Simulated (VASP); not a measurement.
# TePb (Fm-3m) in VASP: notebook

TePb is run at these levels: PBEsol, PBE+D4; tasks: single point.

All numbers are computed with VASP 6.6.1; they aren't measurements. Logs are shortened: lines on timing, memory, paths and dates and some standing lists are left out, and cuts for length are marked.

### Step 1. The cell of the first run

It takes space group Fm-3m (No. 225, cubic). The conventional cell has a = 6.402 Å, b = 6.402 Å, c = 6.402 Å, α = 90.00°, β = 90.00°, γ = 90.00°. Within 4.2 Å of Pb (site symmetry m-3m) lie 6 Te at 3.20 Å. Within 4.2 Å of Te (site symmetry m-3m) lie 6 Pb at 3.20 Å.

### Step 2. Single point, PBEsol (volume scaled by 0.98)

Contents of INCAR:

```
ALGO = Normal
EDIFF = 1E-6
ENCUT = 500
GGA = PS
GGA_COMPAT = F
ISIF = 2
ISMEAR = 0
LASPH = T
LCHARG = F
LREAL = F
LWAVE = F
NBANDS = 17
NELM = 120
PREC = Accurate
SIGMA = 0.05
```

Contents of KPOINTS:

```
k-points
0
Gamma
  6 6 6
```

Contents of POSCAR:

```
TePb
1.0
    0.0000000000      3.2010634603      3.2010634603
    3.2010634603      0.0000000000      3.2010634603
    3.2010634603      3.2010634603      0.0000000000
Pb Te
1 1
Direct
    0.5000000000      0.5000000000      0.5000000000
    0.0000000000      0.0000000000      0.0000000000
```

Potentials or basis: VASP PAW PBE potentials, release 64 (Pb_d, Te).

On the command line:

```sh
$ cat potpaw_PBE.64/Pb_d/POTCAR potpaw_PBE.64/Te/POTCAR > POTCAR
$ mpirun -np 1 vasp_std > vasp.out
```

OUTCAR:

```text
EDIFF = 1E-6
   ENCUT = 500
   GGA = PS
   ISIF = 2
   ISMEAR = 0
   LASPH = T
   LREAL = F
   NELM = 120
   PREC = Accurate

 ion  position               nearest neighbor table
   1  0.500  0.500  0.500-   2 3.20   2 3.20   2 3.20   2 3.20   2 3.20   2 3.20
   2  0.000  0.000  0.000-   1 3.20   1 3.20   1 3.20   1 3.20   1 3.20   1 3.20

  LATTYP: Found a face centered cubic cell.
 ALAT       =     6.4021269206

  Lattice vectors:

 A1 = (   0.0000000000,   3.2010634603,   3.2010634603)
 A2 = (   3.2010634603,   0.0000000000,   3.2010634603)
 A3 = (   3.2010634603,   3.2010634603,   0.0000000000)

Analysis of symmetry for initial positions (statically):
=====================================================================
 Subroutine PRICEL returns:
 Original cell was already a primitive cell.

 Routine SETGRP: Setting up the symmetry group for a
 face centered cubic supercell.

 Subroutine GETGRP returns: Found 48 space group operations
 (whereof 48 operations were pure point group operations)
 out of a pool of 48 trial point group operations.

The static configuration has the point symmetry O_h .

Analysis of symmetry for dynamics (positions and initial velocities):
=====================================================================
 Subroutine PRICEL returns:
 Original cell was already a primitive cell.

 Routine SETGRP: Setting up the symmetry group for a
 face centered cubic supercell.

 Subroutine GETGRP returns: Found 48 space group operations
 (whereof 48 operations were pure point group operations)
 out of a pool of 48 trial point group operations.

The dynamic configuration has the point symmetry O_h .

 Subroutine INISYM returns: Found 48 space group operations
 (whereof 48 operations are pure point group operations),
 and found     1 'primitive' translations

----------------------------------------------------------------------------------------

                                     Primitive cell

  volume of cell :      65.6014

  direct lattice vectors                    reciprocal lattice vectors
     0.000000000  3.201063460  3.201063460    -0.156198090  0.156198090  0.156198090
     3.201063460  0.000000000  3.201063460     0.156198090 -0.156198090  0.156198090
[... 70 lines left out ...]
   ISPIN  =      1    spin polarized calculation?
   LNONCOLLINEAR =      F non collinear calculations
   LSORBIT =      F    spin-orbit coupling
   LASPH  =      T    aspherical Exc in radial PAW
   ENCUT  =  500.0 eV  36.75 Ry    6.06 a.u.   8.25  8.25  8.25*2*pi/ulx,y,z
   NELM   =    120;   NELMIN=  2; NELMDL= -5     # of ELM steps
   EDIFF  = 0.1E-05   stopping-criterion for ELM
   LREAL  =      F    real-space projection
   EDIFFG = 0.1E-04   stopping-criterion for IOM
   NSW    =      0    number of steps for IOM
   IBRION =     -1    ionic relax: 0-MD 1-quasi-New 2-CG
   NFREE  =      0    steps in history (QN), initial steepest desc. (CG)
   ISIF   =      2    stress and relaxation
   ISYM   =      2    0-nonsym 1-usesym 2-fastsym
   POTIM  = 0.5000    time-step for ionic-motion
   TEBEG  =    0.0;   TEEND  =   0.0 temperature during run
   PSTRESS=    0.0 pullay stress
   NELECT =      20.0000    total number of electrons
   NUPDOWN=      -1.0000    fix difference up-down
   EMIN   =  10.00;   EMAX   =-10.00  energy-range for DOS
   EFERMI =   0.00;   METHOD = LEGACY
   ISMEAR =     0;   SIGMA  =   0.05  broadening in eV -4-tet -1-fermi 0-gaus
   EFERMI_NEDOS =   21; number of points for ismear=-14 and -15
   IALGO  =     38    algorithm
   IMIX   =      4    mixing-type and parameters
     AMIX     =   0.40;   BMIX     =  1.00
     AMIX_MAG =   1.60;   BMIX_MAG =  1.00
  volume/ion in A,a.u.               =      32.80       221.35
  Fermi-wavevector in a.u.,A,eV,Ry     =   1.101828  2.082153 16.517818  1.214025
  Thomas-Fermi vector in A             =   2.238262
   LORBIT       =      0    0 simple, 1 ext, 2 COOP (PROOUT), +10 PAW based schemes
   GGA     = PS    functional components
   LHFCALC =     F    Hartree Fock is set to
   AEXX    =    0.0000 exact exchange contribution
   IVDW    =     0    specifies the selected vdW correction
   LEPSILON=     F    determine dielectric tensor
   LRPA    =     F    only Hartree local field effects (RPA)
 non-spin polarized calculation
 Gauss-broadening in eV      SIGMA  =   0.05
  energy-cutoff  :      500.00
  volume of cell :       65.60
 maximum number of plane-waves:      1687
 NGX is ok and might be reduce to    36
   NGX = 17   NGY = 17   NGZ = 17

 number of electron      20.0000000 magnetization

 Free energy of the ion-electron system (eV)
  ---------------------------------------------------
  ext. energy  EPLUGINS =         0.00000000
  ---------------------------------------------------
  free energy    TOTEN  =        -8.25629129 eV

  energy without entropy =       -8.25629129  energy(sigma->0) =       -8.25629129

 E-fermi :   6.1236     XC(G=0):  -9.5960

 val. band max:        5.8322860097   @ k =   0.5000   0.0000   0.0000
 cond. band min:       6.4388637788   @ k =   0.5000   0.0000   0.0000
 fundamental gap:      0.6065777691
 Fermi energy:         6.1236141690

 k-point     1 :       0.0000    0.0000    0.0000
  band No.  band energies     occupation
      1     -10.8536      2.00000
      2     -10.8536      2.00000
      3     -10.8404      2.00000
      4     -10.8404      2.00000
      5     -10.8404      2.00000
      6      -6.4449      2.00000
[... 297 lines left out ...]
      4     -10.8214      2.00000
      5     -10.8105      2.00000
      6      -4.5261      2.00000
[... 9 lines left out ...]
     16      16.6446      0.00000
     17      17.3549      0.00000

------------------------ aborting loop because EDIFF is reached ----------------------------------------

  FORCE on cell =-STRESS in cart. coord.  units (eV):
  Direction    XX          YY          ZZ          XY          YZ          ZX
  --------------------------------------------------------------------------------------
  -------------------------------------------------------------------------------------
  Total        0.3591636      0.3591636      0.3591636      0.0000000      0.0000000     -0.0000000
  in kB        8.7718268      8.7718268      8.7718268      0.0000000      0.0000000     -0.0000000
  external PRESSURE =       8.7718268 kB  Pullay stress =       0.0000000 kB

 VOLUME and BASIS-vectors are now :
 -----------------------------------------------------------------------------
  energy-cutoff  :      500.00
  volume of cell :       65.60
      direct lattice vectors                 reciprocal lattice vectors
     0.000000000  3.201063460  3.201063460    -0.156198090  0.156198090  0.156198090
     3.201063460  0.000000000  3.201063460     0.156198090 -0.156198090  0.156198090
     3.201063460  3.201063460  0.000000000     0.156198090  0.156198090 -0.156198090

 POSITION                                       TOTAL-FORCE (eV/Angst)
 -----------------------------------------------------------------------------------
      3.20106      3.20106      3.20106        -0.000000     -0.000000      0.000000
      0.00000      0.00000      0.00000         0.000000      0.000000     -0.000000
 -----------------------------------------------------------------------------------
    total drift:                                0.000000      0.000000      0.000000

  FREE ENERGIE OF THE ION-ELECTRON SYSTEM (eV)
  ---------------------------------------------------
  free  energy   TOTEN  =        -8.2562912904 eV

  energy  without entropy=       -8.2562912904  energy(sigma->0) =       -8.25629129
```

OSZICAR:

```text
N       E                     dE             d eps       ncg     rms          rms(c)
DAV:   1     0.144637589993E+03    0.14464E+03   -0.90334E+03   544   0.111E+03
DAV:   2     0.129423234801E+01   -0.14334E+03   -0.13930E+03   572   0.290E+02
DAV:   3    -0.812701467434E+01   -0.94212E+01   -0.93785E+01   708   0.782E+01
DAV:   4    -0.835853281132E+01   -0.23152E+00   -0.23139E+00   693   0.141E+01
DAV:   5    -0.836684994516E+01   -0.83171E-02   -0.83170E-02   738   0.243E+00    0.368E+00
DAV:   6    -0.826191762817E+01    0.10493E+00   -0.21994E-01   819   0.364E+00    0.224E+00
DAV:   7    -0.825620386928E+01    0.57138E-02   -0.72287E-02   729   0.146E+00    0.890E-01
DAV:   8    -0.825637297590E+01   -0.16911E-03   -0.87422E-03   697   0.955E-01    0.142E-01
DAV:   9    -0.825628702079E+01    0.85955E-04   -0.10600E-03   784   0.351E-01    0.581E-02
DAV:  10    -0.825628991003E+01   -0.28892E-05   -0.10142E-04   698   0.919E-02    0.212E-02
DAV:  11    -0.825629139888E+01   -0.14889E-05   -0.24850E-05   705   0.402E-02    0.168E-02
DAV:  12    -0.825629129041E+01    0.10847E-06   -0.14548E-06   520   0.732E-03
   1 F= -.82562913E+01 E0= -.82562913E+01  d E =-.945182E-18
```

Wall time 20 s (1 thread of Intel Xeon 6975P-C, shared host); peak memory 0.2 GiB.

What came out:

* Free energy: -8.2563 eV
* Pressure: 0.9 GPa
* Band gap on the k mesh: 0.61 eV, direct

Levels at points of the mesh, in eV from the valence-band top:
```
           k point  band 8  band 9  band 10  band 11  band 12  band 13
(0.00, 0.00, 0.00)   -1.45   -1.45    -1.45     4.08     4.08     4.08
(0.50, 0.00, 0.00)   -0.97   -0.97     0.00     0.61     1.17     1.17
(0.50, 0.50, 0.00)   -4.75   -2.97    -2.97     3.08     5.56     5.56
```

Caveat: the PAW data sets were made with another functional, which shifts forces and pressure a little; spin-orbit coupling is left out, which moves the levels of the heavy elements. A k mesh can miss the band edges.

### Step 3. Single point, PBEsol (volume scaled by 0.96)

INCAR is that of step 2.

KPOINTS is that of step 2.

Contents of POSCAR:

```
TePb
1.0
    0.0000000000      3.1791376800      3.1791376800
    3.1791376800      0.0000000000      3.1791376800
    3.1791376800      3.1791376800      0.0000000000
Pb Te
1 1
Direct
    0.5000000000      0.5000000000      0.5000000000
    0.0000000000      0.0000000000      0.0000000000
```

Potentials or basis: VASP PAW PBE potentials, release 64 (Pb_d, Te).

On the command line:

```sh
$ cat potpaw_PBE.64/Pb_d/POTCAR potpaw_PBE.64/Te/POTCAR > POTCAR
$ mpirun -np 1 vasp_std > vasp.out
```

Wall time 20 s (1 thread of Intel Xeon 6975P-C, shared host); peak memory 0.2 GiB.

It converged, with:

* Free energy: -8.2441 eV
* Pressure: 1.9 GPa
* Band gap on the k mesh: 0.56 eV, direct

Levels at points of the mesh, in eV from the valence-band top:
| k point | band 8 | band 9 | band 10 | band 11 | band 12 | band 13 |
| --- | --- | --- | --- | --- | --- | --- |
| (0.00, 0.00, 0.00) | -1.54 | -1.54 | -1.54 | 4.09 | 4.09 | 4.09 |
| (0.50, 0.00, 0.00) | -1.04 | -1.04 | 0.00 | 0.56 | 1.10 | 1.10 |
| (0.50, 0.50, 0.00) | -4.93 | -3.11 | -3.11 | 2.98 | 5.63 | 5.63 |

Caveat: the PAW data sets were made with another functional, which shifts forces and pressure a little; spin-orbit coupling is left out, which moves the levels of the heavy elements.

(Part 1 of 2 ends here.)
